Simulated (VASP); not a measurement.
The system is TiMoSe4.

```xyz
6
Lattice="3.9879 -4.0148 0.0000 3.9879 4.0148 0.0000 0.0000 0.0000 3.8243" Properties=species:S:1:pos:R:3 pbc="T T T"
Ti    3.9879    0.0000    0.0000
Mo    0.0000    0.0000    1.9121
Se    6.3169    0.0000    0.0000
Se    1.6589    0.0000    0.0000
Se    3.9879    1.4945    1.9121
Se    3.9879   -1.4945    1.9121
```

The cell was built from a structure type or drawn by symmetry, and may not be a known phase.

| Property | Result |
| --- | --- |
| Program | VASP 6.6.1 |
| Task | relaxation of cell and atoms |
| Functional | PBE |
| Potentials or basis | VASP PAW PBE potentials, release 64 (Ti_sv, Mo_sv, Se) |
| Cutoff | 600 eV |
| k mesh | 2 × 2 × 3 |
| Occupations | gaussian, width 0.15 eV |
| Spin | collinear spin |
| Starting moments | [1.0, 1.0, 0.0, 0.0, 0.0, 0.0] μB |

At the start: pressure 13.5 GPa; volume 20.41 Å³/atom.

Where does the relaxation end?

Over 19 steps the energy falls by 227.6 meV/atom and the volume is 22.47 Å³/atom (+10.1 %); space group Cmmm (No. 65, to 0.1 Å) before and after; moment 0.00 μB per cell.

The path:
```tsv
step	energy change (eV)	largest force (eV/Å)	pressure (GPa)	volume (Å³)
1	0.0000	1.9472	13.51	122.46
2	-0.5604	0.3775	-7.06	155.44
3	-0.9191	0.6057	-1.16	140.85
4	-0.9191	0.6188	-0.96	140.47
5	-1.0101	0.1988	-0.11	138.89
6	-1.0647	0.8996	1.85	135.99
7	-1.0679	0.3408	0.82	137.08
8	-1.0716	0.5472	1.19	136.66
9	-1.1388	0.8650	0.55	137.66
10	-1.1787	1.1191	0.14	138.60
11	-1.1638	1.4927	-0.55	140.21
12	-1.1811	1.2723	-0.27	139.19
13	-1.2612	0.9235	-0.96	139.52
14	-1.2981	0.5530	-1.57	139.81
15	-1.3289	0.5097	-0.57	137.62
16	-1.3435	0.4440	0.90	134.82
17	-1.3607	0.1502	0.31	134.88
18	-1.3638	0.1183	-0.04	134.92
19	-1.3656	0.0586	-0.03	134.84
```

Final structure:
```xyz
6
Lattice="4.4569 -4.3791 0.0000 4.4569 4.3791 0.0000 0.0000 0.0000 3.4545" Properties=species:S:1:pos:R:3 pbc="T T T"
Ti    4.4569    0.0000    0.0000
Mo    0.0000    0.0000    1.7272
Se    7.0933    0.0000    3.4545
Se    1.8204    0.0000    0.0000
Se    4.4569    1.8058    1.7272
Se    4.4569   -1.8058    1.7272
```

Caveat: the k points lie up to 0.61 Å⁻¹ apart in the final cell; the relaxation stopped at a loose force limit of 0.08 eV/Å, so its end isn't a converged minimum.
